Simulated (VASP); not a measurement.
# PbO2 (Fm-3m) in VASP: further runs

PbO2 is run at these levels: PBEsol; tasks: single point.

All numbers are computed with VASP 6.6.1; they aren't measurements. Logs are shortened: lines on timing, memory, paths and dates and some standing lists are left out, and cuts for length are marked.

### Step 1. The cell of the first run

The structure is cubic, space group Fm-3m (No. 225). Conventional cell: a = 4.910 Å, b = 4.910 Å, c = 4.910 Å, α = 90.00°, β = 90.00°, γ = 90.00°. Pb (site symmetry m-3m) has 8 O at 2.13 Å within 2.8 Å. Within 2.8 Å of O (site symmetry -43m) lie 4 Pb at 2.13 Å and 6 O at 2.45 Å.

### Step 2. Single point, PBEsol (volume scaled by 0.75)

File INCAR:

```
SYSTEM = PbO2
  ALGO = Normal
  EDIFF = 1E-6
  ENCUT = 520
  GGA = PS
  ISIF = 2
  ISMEAR = -1
  LASPH = .True.
  LCHARG = .True.
  LELF = .True.
  LREAL = .False.
  LVHAR = .True.
  LWAVE = .False.
  NBANDS = 20
  NELM = 60
  PREC = Accurate
  SIGMA = 0.05
```

File KPOINTS:

```
k-points
0
Gamma
  12 12 12
  0 0 0
```

File POSCAR:

```
PbO2
1.0
    0.0000000000      2.4549226524      2.4549226524
    2.4549226524      0.0000000000      2.4549226524
    2.4549226524      2.4549226524      0.0000000000
Pb O
1 2
Direct
    0.0000000000      0.0000000000      0.0000000000
    0.2500000000      0.2500000000      0.2500000000
    0.7500000000      0.7500000000      0.7500000000
```

Potentials or basis: VASP PAW PBE potentials, release 64 (Pb_d, O).

The run is started by

```sh
cat potpaw_PBE.64/Pb_d/POTCAR potpaw_PBE.64/O/POTCAR > POTCAR
mpirun -np 1 vasp_std > vasp.out
```

OUTCAR:

```text
SYSTEM = PbO2
   EDIFF = 1E-6
   ENCUT = 520
   GGA = PS
   ISIF = 2
   ISMEAR = -1
   LASPH = .True.
   LREAL = .False.
   NELM = 60
   PREC = Accurate

 ion  position               nearest neighbor table
   1  0.000  0.000  0.000-   3 2.13   3 2.13   3 2.13   2 2.13   2 2.13   2 2.13   3 2.13   2 2.13

   2  0.250  0.250  0.250-   1 2.13   1 2.13   1 2.13   1 2.13
   3  0.750  0.750  0.750-   1 2.13   1 2.13   1 2.13   1 2.13

  LATTYP: Found a face centered cubic cell.
 ALAT       =     4.9098453048

  Lattice vectors:

 A1 = (   0.0000000000,   2.4549226524,   2.4549226524)
 A2 = (   2.4549226524,   0.0000000000,   2.4549226524)
 A3 = (   2.4549226524,   2.4549226524,   0.0000000000)

Analysis of symmetry for initial positions (statically):
=====================================================================
 Subroutine PRICEL returns:
 Original cell was already a primitive cell.

 Routine SETGRP: Setting up the symmetry group for a
 face centered cubic supercell.

 Subroutine GETGRP returns: Found 48 space group operations
 (whereof 48 operations were pure point group operations)
 out of a pool of 48 trial point group operations.

The static configuration has the point symmetry O_h .

Analysis of symmetry for dynamics (positions and initial velocities):
=====================================================================
 Subroutine PRICEL returns:
 Original cell was already a primitive cell.

 Routine SETGRP: Setting up the symmetry group for a
 face centered cubic supercell.

 Subroutine GETGRP returns: Found 48 space group operations
 (whereof 48 operations were pure point group operations)
 out of a pool of 48 trial point group operations.

The dynamic configuration has the point symmetry O_h .

 Subroutine INISYM returns: Found 48 space group operations
 (whereof 48 operations are pure point group operations),
 and found     1 'primitive' translations

----------------------------------------------------------------------------------------

                                     Primitive cell

  volume of cell :      29.5899

  direct lattice vectors                    reciprocal lattice vectors
     0.000000000  2.454922652  2.454922652    -0.203672405  0.203672405  0.203672405
     2.454922652  0.000000000  2.454922652     0.203672405 -0.203672405  0.203672405
     2.454922652  2.454922652  0.000000000     0.203672405  0.203672405 -0.203672405

  length of vectors
     3.471784910  3.471784910  3.471784910     0.352770953  0.352770953  0.352770953

  position of ions in fractional coordinates (direct lattice)
     0.000000000  0.000000000  0.000000000
     0.250000000  0.250000000  0.250000000
     0.750000000  0.750000000  0.750000000

  ion indices of the primitive-cell ions
   primitive index   ion index
                 1           1
                 2           2
                 3           3

----------------------------------------------------------------------------------------

 KPOINTS: k-points

Automatic generation of k-mesh.
 Grid dimensions read from file:
 generate k-points for:   12   12   12

 Generating k-lattice:

  Cartesian coordinates                     Fractional coordinates (reciprocal lattice)
    -0.016972700  0.016972700  0.016972700     0.083333333  0.000000000  0.000000000
     0.016972700 -0.016972700  0.016972700     0.000000000  0.083333333  0.000000000
     0.016972700  0.016972700 -0.016972700     0.000000000  0.000000000  0.083333333

  Length of vectors
     0.029397579  0.029397579  0.029397579

  Shift w.r.t. Gamma in fractional coordinates (k-lattice)
     0.000000000  0.000000000  0.000000000

 Subroutine IBZKPT returns following result:
 ===========================================

 Found     72 irreducible k-points:

 Following reciprocal coordinates:
            Coordinates               Weight
  0.000000  0.000000  0.000000      1.000000
  0.083333  0.000000  0.000000      8.000000
  0.166667  0.000000  0.000000      8.000000
  0.250000  0.000000  0.000000      8.000000
  0.333333  0.000000  0.000000      8.000000
  0.416667  0.000000  0.000000      8.000000
[... 16 lines left out ...]
  0.500000  0.166667  0.000000     24.000000
 -0.416667  0.166667  0.000000     24.000000
 [... further k-points ...]
   k-points           NKPTS =     72   k-points in BZ     NKDIM =     72   number of bands    NBANDS=     20
   number of dos      NEDOS =    301   number of ions     NIONS =      3
   total plane-waves  NPLWV =  21952
   dimension x,y,z NGX =    28 NGY =   28 NGZ =   28
   dimension x,y,z NGXF=    56 NGYF=   56 NGZF=   56
   ions per type =               1   2
   NGX,Y,Z   is equivalent  to a cutoff of  13.41, 13.41, 13.41 a.u.
   NGXF,Y,Z  is equivalent  to a cutoff of  26.82, 26.82, 26.82 a.u.
 SYSTEM =  PbO2
   PREC   = accura    normal or accurate (medium, high low for compatibility)
   ISTART =      0    job   : 0-new  1-cont  2-samecut
   ICHARG =      2    charge: 1-file 2-atom 10-const
   ISPIN  =      1    spin polarized calculation?
   LNONCOLLINEAR =      F non collinear calculations
   LSORBIT =      F    spin-orbit coupling
   LASPH  =      T    aspherical Exc in radial PAW
   ENCUT  =  520.0 eV  38.22 Ry    6.18 a.u.   6.46  6.46  6.46*2*pi/ulx,y,z
   NELM   =     60;   NELMIN=  2; NELMDL= -5     # of ELM steps
   EDIFF  = 0.1E-05   stopping-criterion for ELM
   LREAL  =      F    real-space projection
   EDIFFG = 0.1E-04   stopping-criterion for IOM
   NSW    =      0    number of steps for IOM
   IBRION =     -1    ionic relax: 0-MD 1-quasi-New 2-CG
   NFREE  =      0    steps in history (QN), initial steepest desc. (CG)
   ISIF   =      2    stress and relaxation
   ISYM   =      2    0-nonsym 1-usesym 2-fastsym
   POTIM  = 0.5000    time-step for ionic-motion
   TEBEG  =    0.0;   TEEND  =   0.0 temperature during run
   PSTRESS=    0.0 pullay stress
   NELECT =      26.0000    total number of electrons
   NUPDOWN=      -1.0000    fix difference up-down
   EMIN   =  10.00;   EMAX   =-10.00  energy-range for DOS
   EFERMI =   0.00;   METHOD = LEGACY
   ISMEAR =    -1;   SIGMA  =   0.05  broadening in eV -4-tet -1-fermi 0-gaus
   EFERMI_NEDOS =   21; number of points for ismear=-14 and -15
   IALGO  =     38    algorithm
   IMIX   =      4    mixing-type and parameters
     AMIX     =   0.40;   BMIX     =  1.00
     AMIX_MAG =   1.60;   BMIX_MAG =  1.00
  volume/ion in A,a.u.               =       9.86        66.56
  Fermi-wavevector in a.u.,A,eV,Ry     =   1.568020  2.963127 33.452444  2.458685
  Thomas-Fermi vector in A             =   2.670113
   LORBIT       =      0    0 simple, 1 ext, 2 COOP (PROOUT), +10 PAW based schemes
   GGA     = PS    functional components
   LHFCALC =     F    Hartree Fock is set to
   AEXX    =    0.0000 exact exchange contribution
   IVDW    =     0    specifies the selected vdW correction
   LEPSILON=     F    determine dielectric tensor
   LRPA    =     F    only Hartree local field effects (RPA)
 non-spin polarized calculation
  energy-cutoff  :      520.00
  volume of cell :       29.59
 maximum number of plane-waves:       821
 NGX is ok and might be reduce to    28
   NGX = 13   NGY = 13   NGZ = 13

 number of electron      26.0000007 magnetization

 Free energy of the ion-electron system (eV)
  ---------------------------------------------------
  ext. energy  EPLUGINS =         0.00000000
  ---------------------------------------------------
  free energy    TOTEN  =       -15.35770331 eV

  energy without entropy =      -15.35740524  energy(sigma->0) =      -15.35755427

 E-fermi :   9.9796     XC(G=0): -13.0525

 val. band max:        9.8436371484   @ k =  -0.2500   0.5000   0.2500
 cond. band min:      10.4281914025   @ k =   0.0833   0.0000   0.0000
 fundamental gap:      0.5845542541
 Fermi energy:         9.9795687377

 k-point     1 :       0.0000    0.0000    0.0000
  band No.  band energies     occupation
      1     -11.5900      2.00000
      2      -6.6342      2.00000
      3      -6.6342      2.00000
      4      -6.6342      2.00000
      5      -6.4980      2.00000
      6      -5.8524      2.00000
[... 12 lines left out ...]
     19      26.8270      0.00000
     20      26.8270      0.00000

 k-point     2 :       0.0833    0.0000    0.0000
  band No.  band energies     occupation
      1     -11.4994      2.00000
      2      -7.3473      2.00000
      3      -6.6102      2.00000
      4      -6.6102      2.00000
      5      -5.8561      2.00000
      6      -5.8561      2.00000
[... 12 lines left out ...]
     19      26.7969      0.00000
     20      26.7969      0.00000

 k-point     3 :       0.1667    0.0000    0.0000
  band No.  band energies     occupation
      1     -11.2428      2.00000
      2      -8.0130      2.00000
      3      -6.5488      2.00000
      4      -6.5488      2.00000
      5      -5.8604      2.00000
      6      -5.8604      2.00000
[... 12 lines left out ...]
     19      26.7427      0.00000
     20      26.7427      0.00000

 k-point     4 :       0.2500    0.0000    0.0000
  band No.  band energies     occupation
      1     -10.8791      2.00000
      2      -8.5065      2.00000
      3      -6.4784      2.00000
      4      -6.4784      2.00000
      5      -5.8482      2.00000
      6      -5.8482      2.00000
[... 12 lines left out ...]
     19      26.7141      0.00000
     20      27.2269      0.00000

 k-point     5 :       0.3333    0.0000    0.0000
  band No.  band energies     occupation
      1     -10.5314      2.00000
      2      -8.7553      2.00000
      3      -6.4297      2.00000
      4      -6.4297      2.00000
      5      -5.8085      2.00000
      6      -5.8085      2.00000
[... 12 lines left out ...]
     19      26.6914      0.00000
     20      27.6524      0.00000
[... 353 lines left out ...]
      6      -5.7602      2.00000
[... 12 lines left out ...]
     19      26.6495      0.00000
     20      29.7869      0.00000

 k-point    22 :       0.4167    0.1667    0.0000
  band No.  band energies     occupation
      1     -10.1757      2.00000
      2      -9.1208      2.00000
      3      -6.2880      2.00000
      4      -6.2144      2.00000
      5      -5.7994      2.00000
      6      -5.7335      2.00000
[... 12 lines left out ...]
     19      26.8594      0.00000
     20      29.4158      0.00000

 k-point    23 :       0.5000    0.1667    0.0000
  band No.  band energies     occupation
      1     -10.0843      2.00000
      2      -9.0636      2.00000
      3      -6.2760      2.00000
      4      -6.1685      2.00000
      5      -5.7366      2.00000
      6      -5.5760      2.00000
[... 12 lines left out ...]
     19      26.8359      0.00000
     20      28.9055      0.00000

 k-point    24 :      -0.4167    0.1667    0.0000
  band No.  band energies     occupation
      1     -10.0831      2.00000
      2      -9.0421      2.00000
      3      -6.2772      2.00000
      4      -6.1427      2.00000
      5      -5.7859      2.00000
      6      -5.4521      2.00000
[... 12 lines left out ...]
     19      26.5478      0.00000
     20      29.4275      0.00000

 [... further k-points ...]
[... 5 lines left out ...]
  --------------------------------------------------------------------------------------
  -------------------------------------------------------------------------------------
  Total       12.9110973     12.9110973     12.9110973      0.0000000      0.0000000     -0.0000000
  in kB      699.0855129    699.0855129    699.0855129      0.0000000      0.0000000     -0.0000000
  external PRESSURE =     699.0855129 kB  Pullay stress =       0.0000000 kB

 VOLUME and BASIS-vectors are now :
 -----------------------------------------------------------------------------
  energy-cutoff  :      520.00
  volume of cell :       29.59
      direct lattice vectors                 reciprocal lattice vectors
     0.000000000  2.454922652  2.454922652    -0.203672405  0.203672405  0.203672405
     2.454922652  0.000000000  2.454922652     0.203672405 -0.203672405  0.203672405
     2.454922652  2.454922652  0.000000000     0.203672405  0.203672405 -0.203672405

 POSITION                                       TOTAL-FORCE (eV/Angst)
 -----------------------------------------------------------------------------------
      0.00000      0.00000      0.00000         0.000000     -0.000000      0.000000
      1.22746      1.22746      1.22746        -0.000000     -0.000000     -0.000000
      3.68238      3.68238      3.68238         0.000000      0.000000      0.000000
 -----------------------------------------------------------------------------------
    total drift:                                0.000000      0.000000      0.000000

  FREE ENERGIE OF THE ION-ELECTRON SYSTEM (eV)
  ---------------------------------------------------
  free  energy   TOTEN  =       -15.3577033054 eV

  energy  without entropy=      -15.3574052391  energy(sigma->0) =      -15.35755427
```

Run time: 84 s. Hardware: 1 thread of AMD EPYC 7R13 (Zen 3), shared host; peak memory 0.15 GiB.

Results:

```
Free energy            : -15.3577 eV
Pressure               : 69.9 GPa
Band gap on the k mesh : zero (band 13 reaches 9.84 eV, above the bottom of band 14 at 9.59 eV)
```

Caveat: the cell differs from its parent crystal (volume scaled by 0.75); the PAW data sets were made with another functional, which shifts forces and pressure a little; spin-orbit coupling is left out, which moves the levels of the heavy elements.

### Step 3. Single point, PBEsol

This run uses another cell than the first one, of 13.15 Å³/atom, 1.333 times its volume.

File INCAR:

```
PREC = Accurate
ENCUT = 520
EDIFF = 1E-6
ISMEAR = -1
SIGMA = 0.05
LREAL = False
LASPH = True
NELM = 60
ALGO = Normal
ISIF = 2
LWAVE = False
LCHARG = False
GGA = PS
NBANDS = 20
```

File KPOINTS:

```
Automatic mesh
0
Gamma
  12 12 12
```

File POSCAR:

```
PbO2
1.0
    0.0000000000      2.7019920000      2.7019920000
    2.7019920000      0.0000000000      2.7019920000
    2.7019920000      2.7019920000      0.0000000000
Pb O
1 2
Direct
    0.0000000000      0.0000000000      0.0000000000
    0.2500000000      0.2500000000      0.2500000000
    0.7500000000      0.7500000000      0.7500000000
```

Potentials or basis: VASP PAW PBE potentials, release 64 (Pb_d, O).

The run is started by

```sh
cat potpaw_PBE.64/Pb_d/POTCAR potpaw_PBE.64/O/POTCAR > POTCAR
mpirun -np 1 vasp_std > vasp.out
```

Run time: 77 s. Hardware: 1 thread of AMD EPYC 7R13 (Zen 3), shared host; peak memory 0.15 GiB.

It converged, with:

- Free energy: -16.7700 eV
- Pressure: -5.6 GPa
- Band gap on the k mesh: zero (band 13 reaches 5.50 eV, above the bottom of band 14 at 4.27 eV)

Levels at points of the mesh, in eV from the Fermi level:
```tsv
k point	band 9	band 10	band 11	band 12	band 13	band 14	band 15	band 16	band 17	band 18
(0.00, 0.00, 0.00)	-2.01	-2.01	-2.01	-1.24	-1.24	-1.24	6.82	6.82	6.82	11.47
(0.50, 0.00, 0.00)	-3.36	-2.82	-2.82	-1.45	-1.45	2.53	6.97	9.36	9.36	14.15
(0.50, 0.50, 0.00)	-4.55	-4.55	-0.26	-0.16	-0.16	1.58	6.04	9.20	10.69	10.69
```

Caveat: the PAW data sets were made with another functional, which shifts forces and pressure a little; spin-orbit coupling is left out, which moves the levels of the heavy elements.

[end of part 1 of 2]
